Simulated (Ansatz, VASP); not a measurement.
## Cu in VASP and in Ansatz

```
CELL_PARAMETERS angstrom
-1.46444 1.46444 1.41736
1.46444 -1.46444 1.41736
1.46444 1.46444 -1.41736
ATOMIC_POSITIONS crystal
Cu 0.00000 0.00000 0.00000
```

Change from the starting cell: strain +0.015 along x and y, +0.030 along z, atoms carried along.

Alike in both runs: task single point; functional r2SCAN; k mesh 24 × 24 × 24; occupations gaussian, width 0.15 eV; no spin polarisation.

```csv
,VASP,Ansatz
version,VASP 6.6.1,Ansatz 0.2.0
potentials or method,"VASP PAW PBE potentials, release 64 (Cu), cutoff 520 eV","scalar-relativistic, plane waves, PAW"
valence electrons in the cell,11,19
```

Ansatz gave:

- gap on the k mesh at the Fermi level (eV): none
- pressure (GPa): -8.0
- traceless stress, the component that is largest in VASP (GPa): -0.12

Estimate VASP's values.

gap on the k mesh at the Fermi level (eV): none; pressure (GPa): -7.4; traceless stress, the component that is largest in VASP (GPa): -0.14.

VASP's potentials were made for PBE, not for r2SCAN. A gap of «none» marks a metal or a gap that the smearing closes. The functional is the same, so the differences come from potentials, cutoffs and numerics. VASP's potentials hold 11 valence electrons a cell and Ansatz's 19, so a difference there can come from the potentials and not from the codes.
